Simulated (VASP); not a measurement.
# Al3GaN4 (Pm) in VASP: a series of runs, part 2 of 2

VASP 6.6.1. The steps go on from the part before.

**4. Single point, PBEsol (strain -0.0500 x Voigt [0, 1, 0, 0, 0, 0])**

File INCAR:

```
SYSTEM = Al3GaN4
PREC = Accurate
ENCUT = 520
EDIFF = 1E-6
ISMEAR = 0
SIGMA = 0.05
LREAL = .False.
LASPH = .True.
NELM = 100
ALGO = Normal
ISIF = 2
LWAVE = .False.
LCHARG = .True.
GGA = PS
LELF = .True.
LVHAR = .True.
NBANDS = 31
```

File KPOINTS:

```
Automatic mesh
0
Gamma
  6 8 4
  0 0 0
```

File POSCAR:

```
Al3GaN4
1.0
    5.0434079743      0.0000000000      0.0001149899
    0.0000000000      2.9735702030      0.0000000000
   -0.0032362578      0.0000000000      5.4179919454
Al Ga N
3 1 4
Direct
    0.5002300429      0.5000000000      0.1673295662
    0.0009207031      0.5000000000      0.8348055926
    0.0010880657      0.0000000000      0.3316926346
    0.4994217128      0.0000000000      0.6662009018
    0.1111724737      0.0000000000      0.6663292504
    0.1224543244      0.5000000000      0.1671578642
    0.6251234792      0.5000000000      0.8401923549
    0.6231881982      0.0000000000      0.3262928352
```

Command:

```bash
$ cat potpaw_PBE.64/Al/POTCAR potpaw_PBE.64/Ga_d/POTCAR potpaw_PBE.64/N/POTCAR > POTCAR
$ mpirun -np 1 vasp_std > vasp.out
```

Run time: 1.9 min. Hardware: 1 thread of Intel Xeon Platinum 8488C (Sapphire Rapids), shared host; peak memory 0.28 GiB.

The run converged. Its results:

| Quantity | Value |
| --- | --- |
| Free energy | -59.7322 eV |
| Pressure | 12.0 GPa |
| Largest force | 0.777 eV/Å |
| Band gap on the k mesh | 3.63 eV, direct |

Forces on the atoms (eV/Å):
```
Al  -0.386  0.000 -0.553
Al  -0.340  0.000  0.588
Al  -0.359  0.000  0.542
Ga  -0.383  0.000 -0.615
N    0.337  0.000 -0.661
N    0.359  0.000 -0.616
N    0.366  0.000  0.654
N    0.407  0.000  0.662
```

Stress tensor (GPa, compression positive):
```
 3.54  0.00  0.09
 0.00 26.45  0.00
 0.09  0.00  6.03
```

Levels at points of the mesh, in eV from the valence-band top:
```
           k point  band 18  band 19  band 20  band 21  band 22  band 23  band 24  band 25
(0.00, 0.00, 0.00)    -0.72    -0.42    -0.28     0.00     3.63     5.41     6.27     6.36
(0.50, 0.00, 0.00)    -0.99    -0.67    -0.61    -0.22     4.81     5.15     5.87     6.30
(0.00, 0.50, 0.00)    -2.25    -2.17    -1.86    -1.77     5.34     5.40     7.44     7.60
(0.50, 0.50, 0.00)    -1.50    -1.49    -1.45    -1.21     5.85     6.20     6.23     6.36
(0.00, 0.00, 0.50)    -0.88    -0.68    -0.57    -0.17     5.67     5.98     7.28     7.43
(0.50, 0.00, 0.50)    -1.15    -1.09    -1.07    -0.62     5.96     6.24     6.42     6.58
(0.00, 0.50, 0.50)    -2.23    -2.14    -1.15    -1.02     4.99     5.33     5.57     5.63
(0.50, 0.50, 0.50)    -1.81    -1.79    -1.74    -1.48     4.45     4.86     4.92     4.98
```

Caveat: the cell differs from its parent crystal (strain -0.0500 x Voigt [0, 1, 0, 0, 0, 0]); the PAW data sets were made with another functional, which shifts forces and pressure a little. A k mesh can miss the band edges.

**5. Single point, PBEsol (strain -0.0250 x Voigt [0, 1, 0, 0, 0, 0])**

File INCAR:

```
SYSTEM = Al3GaN4
  PREC = Accurate
  ENCUT = 520
  EDIFF = 1E-6
  ISMEAR = 0
  SIGMA = 0.05
  LREAL = .FALSE.
  LASPH = .TRUE.
  NELM = 100
  ALGO = Normal
  ISIF = 2
  LWAVE = .FALSE.
  LCHARG = .TRUE.
  GGA = PS
  LELF = .TRUE.
  LVHAR = .TRUE.
  NBANDS = 31
```

File KPOINTS:

```
regular mesh
0
G
  6 8 4
  0 0 0
```

Changes to POSCAR since step 4:

```diff
@@ -3,3 +3,3 @@
     5.0434079743      0.0000000000      0.0001149899
-    0.0000000000      2.9735702030      0.0000000000
+    0.0000000000      3.0518220505      0.0000000000
    -0.0032362578      0.0000000000      5.4179919454
```

Command:

```bash
$ cat potpaw_PBE.64/Al/POTCAR potpaw_PBE.64/Ga_d/POTCAR potpaw_PBE.64/N/POTCAR > POTCAR
$ mpirun -np 1 vasp_std > vasp.out
```

Wall time 2 min (1 thread of Intel Xeon Platinum 8488C (Sapphire Rapids), shared host); peak memory 0.29 GiB.

Results (log left out):

```
Free energy            : -59.9877 eV
Pressure               : 5.5 GPa
Largest force          : 0.346 eV/Å
Band gap on the k mesh : 3.59 eV, direct
```

Forces on the atoms (eV/Å):
```
Al  -0.165  0.000 -0.240
Al  -0.147  0.000  0.258
Al  -0.155  0.000  0.236
Ga  -0.165  0.000 -0.267
N    0.150  0.000 -0.295
N    0.155  0.000 -0.275
N    0.152  0.000  0.283
N    0.175  0.000  0.298
```

Stress tensor (GPa, compression positive):
```
 1.64  0.00  0.03
 0.00 12.04  0.00
 0.03  0.00  2.70
```

Levels at points of the mesh, in eV from the valence-band top:
```csv
k point,band 17,band 18,band 19,band 20,band 21,band 22,band 23,band 24,band 25,band 26
"(0.00, 0.00, 0.00)",-0.90,-0.72,-0.23,-0.12,0.00,3.59,5.51,6.02,6.19,7.81
"(0.50, 0.00, 0.00)",-1.46,-0.80,-0.66,-0.44,-0.24,4.84,5.20,5.78,6.20,8.67
"(0.00, 0.50, 0.00)",-3.06,-2.06,-1.98,-1.69,-1.61,5.49,5.53,7.53,7.71,7.96
"(0.50, 0.50, 0.00)",-3.11,-1.33,-1.32,-1.29,-1.04,6.00,6.34,6.37,6.44,8.23
"(0.00, 0.00, 0.50)",-1.50,-0.70,-0.55,-0.52,-0.18,5.61,5.89,7.21,7.58,7.66
"(0.50, 0.00, 0.50)",-1.67,-1.17,-1.12,-1.09,-0.68,5.95,6.20,6.38,6.52,8.29
"(0.00, 0.50, 0.50)",-2.38,-2.08,-1.99,-0.95,-0.81,5.09,5.47,5.70,5.74,7.02
"(0.50, 0.50, 0.50)",-1.74,-1.65,-1.59,-1.57,-1.32,4.57,4.99,5.05,5.07,7.75
```

Caveat: the cell differs from its parent crystal (strain -0.0250 x Voigt [0, 1, 0, 0, 0, 0]); the PAW data sets were made with another functional, which shifts forces and pressure a little. A k mesh can miss the band edges.

**6. Single point, PBEsol (strain +0.0250 x Voigt [0, 1, 0, 0, 0, 0])**

File INCAR:

```
SYSTEM = Al3GaN4
ALGO = Normal
EDIFF = 1E-6
ENCUT = 520
GGA = PS
ISIF = 2
ISMEAR = 0
LASPH = .True.
LCHARG = .True.
LELF = .True.
LREAL = .False.
LVHAR = .True.
LWAVE = .False.
NBANDS = 31
NELM = 100
PREC = Accurate
SIGMA = 0.05
```

File KPOINTS:

```
k-points
0
Gamma
  6 8 4
  0 0 0
```

Changes to POSCAR since step 5:

```diff
@@ -3,3 +3,3 @@
     5.0434079743      0.0000000000      0.0001149899
-    0.0000000000      3.0518220505      0.0000000000
+    0.0000000000      3.2083257453      0.0000000000
    -0.0032362578      0.0000000000      5.4179919454
```

Potentials or basis: VASP PAW PBE potentials, release 64 (Al, Ga_d, N).

Command:

```bash
$ cat potpaw_PBE.64/Al/POTCAR potpaw_PBE.64/Ga_d/POTCAR potpaw_PBE.64/N/POTCAR > POTCAR
$ mpirun -np 1 vasp_std > vasp.out
```

OUTCAR:

```text
SYSTEM = Al3GaN4
   EDIFF = 1E-6
   ENCUT = 520
   GGA = PS
   ISIF = 2
   ISMEAR = 0
   LASPH = .True.
   LREAL = .False.
   NELM = 100
   PREC = Accurate

 ion  position               nearest neighbor table
   1  0.500  0.500  0.167-   7 1.88   6 1.91   8 1.92   8 1.92   2 3.10   2 3.10   3 3.12   3 3.12
                             3 3.12   3 3.12
   2  0.001  0.500  0.835-   7 1.90   6 1.90   5 1.93   5 1.93   1 3.10   1 3.10   4 3.12   4 3.12
                             4 3.13   4 3.13   3 3.13   3 3.13   3 3.16   3 3.16
   3  0.001  0.000  0.332-   5 1.90   8 1.91   6 1.93   6 1.93   4 3.10   4 3.11   1 3.12   1 3.12
                             1 3.12   1 3.12   2 3.13   2 3.13   2 3.16   2 3.16
   4  0.499  0.000  0.666-   8 1.94   5 1.96   7 1.97   7 1.97   3 3.10   3 3.11   2 3.12   2 3.12
                             2 3.13   2 3.13
   5  0.111  0.000  0.666-   3 1.90   2 1.93   2 1.93   4 1.96
   6  0.122  0.500  0.167-   2 1.90   1 1.91   3 1.93   3 1.93
   7  0.625  0.500  0.840-   1 1.88   2 1.90   4 1.97   4 1.97
   8  0.623  0.000  0.326-   3 1.91   1 1.92   1 1.92   4 1.94

  LATTYP: Found a simple monoclinic cell.
 ALAT       =     5.0434079756
 B/A-ratio  =     0.6361424181
 C/A-ratio  =     1.0742721862
 COS(beta)  =    -0.0005745167

  Lattice vectors:

 A1 = (   5.0434079743,   0.0000000000,   0.0001149899)
 A2 = (   0.0000000000,   3.2083257453,   0.0000000000)
 A3 = (  -0.0032362578,   0.0000000000,   5.4179919454)

Analysis of symmetry for initial positions (statically):
=====================================================================
 Subroutine PRICEL returns:
 Original cell was already a primitive cell.

 Routine SETGRP: Setting up the symmetry group for a
 simple monoclinic supercell.

 Subroutine GETGRP returns: Found  2 space group operations
 (whereof  2 operations were pure point group operations)
 out of a pool of  4 trial point group operations.

The static configuration has the point symmetry C_1h.

Analysis of symmetry for dynamics (positions and initial velocities):
=====================================================================
 Subroutine PRICEL returns:
 Original cell was already a primitive cell.

 Routine SETGRP: Setting up the symmetry group for a
 simple monoclinic supercell.

 Subroutine GETGRP returns: Found  2 space group operations
 (whereof  2 operations were pure point group operations)
 out of a pool of  4 trial point group operations.

The dynamic configuration has the point symmetry C_1h.

 Subroutine INISYM returns: Found  2 space group operations
 (whereof  2 operations are pure point group operations),
 and found     1 'primitive' translations

----------------------------------------------------------------------------------------

                                     Primitive cell

  volume of cell :      87.6680

  direct lattice vectors                    reciprocal lattice vectors
     5.043407974  0.000000000  0.000114990     0.198278623  0.000000000  0.000118435
     0.000000000  3.208325745  0.000000000     0.000000000  0.311689049  0.000000000
    -0.003236258  0.000000000  5.417991945    -0.000004208  0.000000000  0.184570224

  length of vectors
     5.043407976  3.208325745  5.417992912     0.198278658  0.311689049  0.184570224

  position of ions in fractional coordinates (direct lattice)
[... 49 lines left out ...]
  0.166667  0.000000 -0.000000      2.000000
  0.333333  0.000000  0.000000      2.000000
  0.500000  0.000000  0.000000      1.000000
  0.000000  0.125000  0.000000      2.000000
  0.166667  0.125000 -0.000000      4.000000
[... 16 lines left out ...]
  0.333333  0.000000  0.250000      2.000000
  0.500000  0.000000  0.250000      2.000000
 [... further k-points ...]
   k-points           NKPTS =     70   k-points in BZ     NKDIM =     70   number of bands    NBANDS=     31
   number of dos      NEDOS =    301   number of ions     NIONS =      8
   total plane-waves  NPLWV =  38400
   dimension x,y,z NGX =    40 NGY =   24 NGZ =   40
   dimension x,y,z NGXF=    80 NGYF=   48 NGZF=   80
   ions per type =               3   1   4
   NGX,Y,Z   is equivalent  to a cutoff of  13.19, 12.44, 12.27 a.u.
   NGXF,Y,Z  is equivalent  to a cutoff of  26.37, 24.87, 24.55 a.u.
 SYSTEM =  Al3GaN4
   PREC   = accura    normal or accurate (medium, high low for compatibility)
   ISTART =      0    job   : 0-new  1-cont  2-samecut
   ICHARG =      2    charge: 1-file 2-atom 10-const
   ISPIN  =      1    spin polarized calculation?
   LNONCOLLINEAR =      F non collinear calculations
   LSORBIT =      F    spin-orbit coupling
   LASPH  =      T    aspherical Exc in radial PAW
   ENCUT  =  520.0 eV  38.22 Ry    6.18 a.u.   9.38  5.97 10.07*2*pi/ulx,y,z
   NELM   =    100;   NELMIN=  2; NELMDL= -5     # of ELM steps
   EDIFF  = 0.1E-05   stopping-criterion for ELM
   LREAL  =      F    real-space projection
   EDIFFG = 0.1E-04   stopping-criterion for IOM
   NSW    =      0    number of steps for IOM
   IBRION =     -1    ionic relax: 0-MD 1-quasi-New 2-CG
   NFREE  =      0    steps in history (QN), initial steepest desc. (CG)
   ISIF   =      2    stress and relaxation
   ISYM   =      2    0-nonsym 1-usesym 2-fastsym
   POTIM  = 0.5000    time-step for ionic-motion
   TEBEG  =    0.0;   TEEND  =   0.0 temperature during run
   PSTRESS=    0.0 pullay stress
   NELECT =      42.0000    total number of electrons
   NUPDOWN=      -1.0000    fix difference up-down
   EMIN   =  10.00;   EMAX   =-10.00  energy-range for DOS
   EFERMI =   0.00;   METHOD = LEGACY
   ISMEAR =     0;   SIGMA  =   0.05  broadening in eV -4-tet -1-fermi 0-gaus
   EFERMI_NEDOS =   21; number of points for ismear=-14 and -15
   IALGO  =     38    algorithm
   IMIX   =      4    mixing-type and parameters
     AMIX     =   0.40;   BMIX     =  1.00
     AMIX_MAG =   1.60;   BMIX_MAG =  1.00
  volume/ion in A,a.u.               =      10.96        73.95
  Fermi-wavevector in a.u.,A,eV,Ry     =   1.280986  2.420712 22.326132  1.640924
  Thomas-Fermi vector in A             =   2.413382
   LORBIT       =      0    0 simple, 1 ext, 2 COOP (PROOUT), +10 PAW based schemes
   GGA     = PS    functional components
   LHFCALC =     F    Hartree Fock is set to
   AEXX    =    0.0000 exact exchange contribution
   IVDW    =     0    specifies the selected vdW correction
   LEPSILON=     F    determine dielectric tensor
   LRPA    =     F    only Hartree local field effects (RPA)
 non-spin polarized calculation
 Gauss-broadening in eV      SIGMA  =   0.05
  energy-cutoff  :      520.00
  volume of cell :       87.67
 maximum number of plane-waves:      2396
 NGX is ok and might be reduce to    40
   NGX = 19   NGY = 11   NGZ = 21

 number of electron      42.0000005 magnetization

 Free energy of the ion-electron system (eV)
  ---------------------------------------------------
  ext. energy  EPLUGINS =         0.00000000
  ---------------------------------------------------
  free energy    TOTEN  =       -59.99762412 eV

  energy without entropy =      -59.99762412  energy(sigma->0) =      -59.99762412

 E-fermi :   5.7856     XC(G=0): -11.2063

 val. band max:        5.5686064598   @ k =   0.0000   0.0000   0.0000
 cond. band min:       8.8368488923   @ k =   0.0000   0.0000   0.0000
 fundamental gap:      3.2682424326
 Fermi energy:         5.7856204916

 k-point     1 :       0.0000    0.0000    0.0000
  band No.  band energies     occupation
      1      -9.6351      2.00000
      2      -8.3078      2.00000
      3      -8.2989      2.00000
      4      -7.3525      2.00000
      5      -7.2738      2.00000
      6      -7.1903      2.00000
[... 805 lines left out ...]
     30      16.0966      0.00000
     31      16.3972      0.00000

 [... further k-points ...]
[... 5 lines left out ...]
  --------------------------------------------------------------------------------------
  -------------------------------------------------------------------------------------
  Total       -0.8391786     -5.5677495     -1.3078867      0.0000000      0.0000000     -0.0189278
  in kB      -15.3364217   -101.7534984    -23.9023048      0.0000000      0.0000000     -0.3459148
  external PRESSURE =     -46.9974083 kB  Pullay stress =       0.0000000 kB

 VOLUME and BASIS-vectors are now :
 -----------------------------------------------------------------------------
  energy-cutoff  :      520.00
  volume of cell :       87.67
      direct lattice vectors                 reciprocal lattice vectors
     5.043407974  0.000000000  0.000114990     0.198278623  0.000000000  0.000118435
     0.000000000  3.208325745  0.000000000     0.000000000  0.311689049  0.000000000
    -0.003236258  0.000000000  5.417991945    -0.000004208  0.000000000  0.184570224

 POSITION                                       TOTAL-FORCE (eV/Angst)
 -----------------------------------------------------------------------------------
      2.52232      1.60416      0.90665         0.129469      0.000000      0.183837
      0.00194      1.60416      4.52297         0.110327      0.000000     -0.186638
      0.00441      0.00000      1.79711         0.115428      0.000000     -0.181511
      2.51663      0.00000      3.60953         0.124178      0.000000      0.204848
      0.55853      0.00000      3.61018        -0.094665      0.000000      0.230392
      0.61705      1.60416      0.90567        -0.117447      0.000000      0.213486
      3.15003      1.60416      4.55223        -0.127900      0.000000     -0.241434
      3.14194      0.00000      1.76792        -0.139390      0.000000     -0.222981
 -----------------------------------------------------------------------------------
    total drift:                                0.000072      0.000000     -0.000932

  FREE ENERGIE OF THE ION-ELECTRON SYSTEM (eV)
  ---------------------------------------------------
  free  energy   TOTEN  =       -59.9976241222 eV

  energy  without entropy=      -59.9976241222  energy(sigma->0) =      -59.99762412
```

Run time: 1.9 min. Hardware: 1 thread of Intel Xeon Platinum 8488C (Sapphire Rapids), shared host; peak memory 0.3 GiB.

Results:

```
Free energy            : -59.9976 eV
Pressure               : -4.7 GPa
Largest force          : 0.273 eV/Å
Band gap on the k mesh : 3.27 eV, direct
```

Forces in eV/Å, atoms in the order of the input:
```
Al   0.129  0.000  0.184
Al   0.110  0.000 -0.187
Al   0.115  0.000 -0.182
Ga   0.124  0.000  0.205
N   -0.095  0.000  0.230
N   -0.117  0.000  0.213
N   -0.128  0.000 -0.241
N   -0.139  0.000 -0.223
```

Caveat: the cell differs from its parent crystal (strain +0.0250 x Voigt [0, 1, 0, 0, 0, 0]); the PAW data sets were made with another functional, which shifts forces and pressure a little.

**7. Summary**

```csv
cell,gap on the mesh (eV),pressure (GPa),largest force (eV/Å)
"a = 5.043, b = 2.817, c = 5.418 Å, 8 atoms",3.55,28.9,1.96
"a = 5.043, b = 2.895, c = 5.418 Å, 8 atoms",3.62,19.7,1.31
"a = 5.043, b = 2.974, c = 5.418 Å, 8 atoms",3.63,12.0,0.78
"a = 5.043, b = 3.052, c = 5.418 Å, 8 atoms",3.59,5.5,0.35
"a = 5.043, b = 3.208, c = 5.418 Å, 8 atoms",3.27,-4.7,0.27
```

Alike in all rows: task single point; level PBEsol; potentials or basis VASP PAW PBE potentials, release 64 (Al, Ga_d, N); no spin polarisation; k mesh 6 × 8 × 4; cutoff (eV) 520; smearing gaussian 0.05 eV.

Caveats: the PAW data sets were made with another functional, which shifts forces and pressure a little.

Total energies depend on the potentials used, so only differences within one code and one set of settings carry meaning.
